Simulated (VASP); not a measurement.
# CoPdO2 (k07) (R-3m) in VASP: single point with PBE

Aim: the single point of CoPdO2 (k07) with PBE.

All numbers are computed with VASP 6.6.1; they aren't measurements. Logs are shortened: lines on timing, memory, paths and dates and some standing lists are left out, and cuts for length are marked.

### 1 The cell of the first run

The structure is trigonal, space group R-3m (No. 166). The conventional cell has a = 2.863 Å, b = 2.863 Å, c = 17.873 Å, α = 90.00°, β = 90.00°, γ = 120.00°. Within 2.5 Å of Co (site symmetry -3m) lie 6 O at 1.92 Å. Pd (site symmetry -3m) has 2 O at 2.01 Å within 2.7 Å. O (site symmetry 3m) has 3 Co at 1.92 Å and 1 Pd at 2.01 Å within 2.5 Å.

### 2 Single point, PBE, collinear spin, ferromagnetic start

INCAR

```
PREC     = Accurate       # precision mode
ENCUT    = 520            # plane-wave cutoff, eV
EDIFF    = 1E-7           # SCF threshold, eV
ISMEAR   = 0              # smearing method
SIGMA    = 0.1            # smearing width, eV
LREAL    = False          # projectors in reciprocal space
LASPH    = True           # aspherical terms in the spheres
NELM     = 150            # most SCF steps
ALGO     = Normal         # electronic algorithm
ISIF     = 2              # what is computed and relaxed
LWAVE    = False          # write WAVECAR
LCHARG   = False          # write CHGCAR
ISPIN    = 2              # spin polarisation
MAGMOM   = 3 2 0 0        # initial moments
LORBIT   = 11             # projections on sites
LMAXMIX  = 4              # l up to which the mixer works
GGA      = PE             # functional
NBANDS   = 28             # bands
```

KPOINTS

```
regular mesh
0
Gamma
  9 9 9
```

POSCAR

```
CoPdO2
1.0
    1.4316899070      0.8265865530      5.9577715760
   -1.4316899070      0.8265865530      5.9577715760
    0.0000000000     -1.6531731070      5.9577715760
Co Pd O
1 1 2
Direct
    0.5000000000      0.5000000000      0.5000000000
    0.0000000000      0.0000000000      0.0000000000
    0.8875240000      0.8875240000      0.8875240000
    0.1124760000      0.1124760000      0.1124760000
```

Potentials or basis: VASP PAW PBE potentials, release 64 (Co, Pd, O).

Started as:

```sh
cat potpaw_PBE.64/Co/POTCAR potpaw_PBE.64/Pd/POTCAR potpaw_PBE.64/O/POTCAR > POTCAR
mpirun -np 1 vasp_std > vasp.out
```

OUTCAR:

```text
PREC = Accurate
   ENCUT = 520
   EDIFF = 1E-7
   ISMEAR = 0
   LREAL = False
   LASPH = True
   NELM = 150
   ISIF = 2
   ISPIN = 2
   LORBIT = 11
   GGA = PE

 ion  position               nearest neighbor table
   1  0.500  0.500  0.500-   4 1.92   4 1.92   3 1.92   3 1.92   4 1.92   3 1.92
   2  0.000  0.000  0.000-   3 2.01   4 2.01
   3  0.888  0.888  0.888-   1 1.92   1 1.92   1 1.92   2 2.01
   4  0.112  0.112  0.112-   1 1.92   1 1.92   1 1.92   2 2.01

  LATTYP: Found a trigonal (rhomboedric) cell.
 ALAT       =     6.1828814861
 COS(alpha) =     0.8927626488

  Lattice vectors:

 A1 = (   1.4316899070,   0.8265865530,   5.9577715760)
 A2 = (  -1.4316899070,   0.8265865530,   5.9577715760)
 A3 = (   0.0000000000,  -1.6531731070,   5.9577715760)

Analysis of symmetry for initial positions (statically):
=====================================================================
 Subroutine PRICEL returns:
 Original cell was already a primitive cell.

 Routine SETGRP: Setting up the symmetry group for a
 trigonal (rhombohedral) supercell.

 Subroutine GETGRP returns: Found 12 space group operations
 (whereof 12 operations were pure point group operations)
 out of a pool of 12 trial point group operations.

The static configuration has the point symmetry D_3d.

Analysis of symmetry for dynamics (positions and initial velocities):
=====================================================================
 Subroutine PRICEL returns:
 Original cell was already a primitive cell.

 Routine SETGRP: Setting up the symmetry group for a
 trigonal (rhombohedral) supercell.

 Subroutine GETGRP returns: Found 12 space group operations
 (whereof 12 operations were pure point group operations)
 out of a pool of 12 trial point group operations.

The dynamic configuration has the point symmetry D_3d.

Analysis of structural, dynamic, and magnetic symmetry:
=====================================================================
 Subroutine PRICEL returns:
 Original cell was already a primitive cell.

 Routine SETGRP: Setting up the symmetry group for a
 trigonal (rhombohedral) supercell.

 Subroutine GETGRP returns: Found 12 space group operations
 (whereof 12 operations were pure point group operations)
[... 130 lines left out ...]
   LORBIT       =     11    0 simple, 1 ext, 2 COOP (PROOUT), +10 PAW based schemes
   GGA     = PE    functional components
   LHFCALC =     F    Hartree Fock is set to
   AEXX    =    0.0000 exact exchange contribution
   IVDW    =     0    specifies the selected vdW correction
   LEPSILON=     F    determine dielectric tensor
   LRPA    =     F    only Hartree local field effects (RPA)
 spin polarized calculation
 Gauss-broadening in eV      SIGMA  =   0.10
  energy-cutoff  :      520.00
  volume of cell :       42.30
 maximum number of plane-waves:      1168
 NGX is ok and might be reduce to    48
   NGX = 23   NGY = 23   NGZ = 23

 number of electron      30.9999999 magnetization       0.0017954

 number of electron      30.9999999 magnetization      -0.0003172

 Free energy of the ion-electron system (eV)
  ---------------------------------------------------
  ext. energy  EPLUGINS =         0.00000000
  ---------------------------------------------------
  free energy    TOTEN  =       -25.61577952 eV

  energy without entropy =      -25.60991012  energy(sigma->0) =      -25.61284482

 E-fermi :   7.5931     XC(G=0): -12.3094

 val. band max:        7.5831851066   @ k =   0.4444   0.3333   0.0000
 cond. band min:       7.5958247559   @ k =  -0.4444  -0.4444   0.1111
 fundamental gap:      0.0126396494
 Fermi energy:         7.5931178256

 spin component 1

 k-point     1 :       0.0000    0.0000    0.0000
  band No.  band energies     occupation
      1     -13.2812      1.00000
      2     -11.4687      1.00000
      3      -0.8678      1.00000
      4       1.5635      1.00000
      5       1.5635      1.00000
      6       2.5267      1.00000
[... 709 lines left out ...]
     26      23.1268      0.00000
     27      24.6171      0.00000

 [... further k-points ...]

 spin component 2

 k-point     1 :       0.0000    0.0000    0.0000
  band No.  band energies     occupation
      1     -13.2812      1.00000
      2     -11.4687      1.00000
      3      -0.8678      1.00000
      4       1.5634      1.00000
      5       1.5634      1.00000
      6       2.5266      1.00000
[... 709 lines left out ...]
     26      23.1268      0.00000
     27      24.6170      0.00000

 [... further k-points ...]

 [bands above 27 left out]

------------------------ aborting loop because EDIFF is reached ----------------------------------------

  FORCE on cell =-STRESS in cart. coord.  units (eV):
  Direction    XX          YY          ZZ          XY          YZ          ZX
  --------------------------------------------------------------------------------------
  -------------------------------------------------------------------------------------
  Total       -0.2108988     -0.2108988     -0.1884660     -0.0000000      0.0000000     -0.0000000
  in kB       -7.9875274     -7.9875274     -7.1379137     -0.0000000      0.0000000     -0.0000000
  external PRESSURE =      -7.7043228 kB  Pullay stress =       0.0000000 kB

 VOLUME and BASIS-vectors are now :
 -----------------------------------------------------------------------------
  energy-cutoff  :      520.00
  volume of cell :       42.30
      direct lattice vectors                 reciprocal lattice vectors
     1.431689907  0.826586553  5.957771576     0.349237637  0.201632444  0.055949331
    -1.431689907  0.826586553  5.957771576    -0.349237637  0.201632444  0.055949331
     0.000000000 -1.653173107  5.957771576     0.000000000 -0.403264887  0.055949331

 POSITION                                       TOTAL-FORCE (eV/Angst)
 -----------------------------------------------------------------------------------
      0.00000     -0.00000      8.93666         0.000000      0.000000      0.000000
      0.00000      0.00000      0.00000        -0.000000      0.000000      0.000000
      0.00000     -0.00000     15.86300        -0.000000      0.000000     -0.105798
      0.00000     -0.00000      2.01032        -0.000000     -0.000000      0.105798
 -----------------------------------------------------------------------------------
    total drift:                                0.000000      0.000000     -0.000000

  FREE ENERGIE OF THE ION-ELECTRON SYSTEM (eV)
  ---------------------------------------------------
  free  energy   TOTEN  =       -25.6157795177 eV

  energy  without entropy=      -25.6099101189  energy(sigma->0) =      -25.61284482

 total charge

# of ion       s       p       d       tot
------------------------------------------
    1        0.419   0.633   7.308   8.360
    2        0.464   0.444   8.443   9.351
    3        1.560   3.428   0.000   4.988
    4        1.560   3.428   0.000   4.988
--------------------------------------------------
tot          4.004   7.933  15.751  27.688

 magnetization (x)

# of ion       s       p       d       tot
------------------------------------------
    1       -0.000  -0.000  -0.000  -0.000
    2       -0.000  -0.000  -0.000  -0.000
    3       -0.000   0.000   0.000   0.000
    4       -0.000   0.000   0.000   0.000
--------------------------------------------------
tot         -0.000   0.000  -0.000  -0.000
```

OSZICAR:

```text
N       E                     dE             d eps       ncg     rms          rms(c)
DAV:   1     0.243827315641E+03    0.24383E+03   -0.14890E+04  9560   0.124E+03
DAV:   2    -0.115983991956E+02   -0.25543E+03   -0.22815E+03  9944   0.310E+02
DAV:   3    -0.305368539164E+02   -0.18938E+02   -0.18275E+02 10944   0.926E+01
[... 14 lines left out ...]
DAV:  18    -0.256157802112E+02   -0.12646E-04   -0.40035E-05 11832   0.842E-02    0.199E-02
DAV:  19    -0.256157811573E+02   -0.94616E-06   -0.55617E-06 13580   0.323E-02    0.159E-02
DAV:  20    -0.256157790965E+02    0.20608E-05   -0.58402E-06 13528   0.352E-02    0.775E-03
DAV:  21    -0.256157794454E+02   -0.34888E-06   -0.48216E-07 11664   0.761E-03    0.315E-03
DAV:  22    -0.256157795177E+02   -0.72338E-07   -0.53159E-08  5904   0.319E-03
   1 F= -.25615780E+02 E0= -.25612845E+02  d E =-.586940E-02  mag=    -0.0000
```

stdout:

```text
POSCAR found type information on POSCAR CoPdO
 POSCAR found :  3 types and       4 ions
 scaLAPACK will be used
 LDA part: xc-table for (Slater+PW92), standard interpolation
 POSCAR, INCAR and KPOINTS ok, starting setup
 FFT: planning ... GRIDC
 FFT: planning ... GRID_SOFT
 FFT: planning ... GRID
 WAVECAR not read
 entering main loop
```

Wall time 17 min (1 thread of AMD EPYC 7R43 (Zen 3), shared host); peak memory 0.49 GiB.

Results:

```yaml
Free_energy: -25.6158 eV
Pressure: -0.8 GPa
Largest_force: 0.106 eV/Å
Net_moment: 0.00 μB per cell
Valence_electrons_inside_the_program's_atomic_spheres: Co 8.36; Pd 9.35; O 4.99
```

Forces in eV/Å, atoms in the order of the input:
```
Co   0.000  0.000  0.000
Pd   0.000  0.000  0.000
O    0.000  0.000 -0.106
O    0.000  0.000  0.106
```

Caveat: the starting moments collapsed, and a magnetic state may lie lower; semilocal functionals often make such compounds metallic where correlation or magnetic order opens a gap, which also shifts bond lengths.
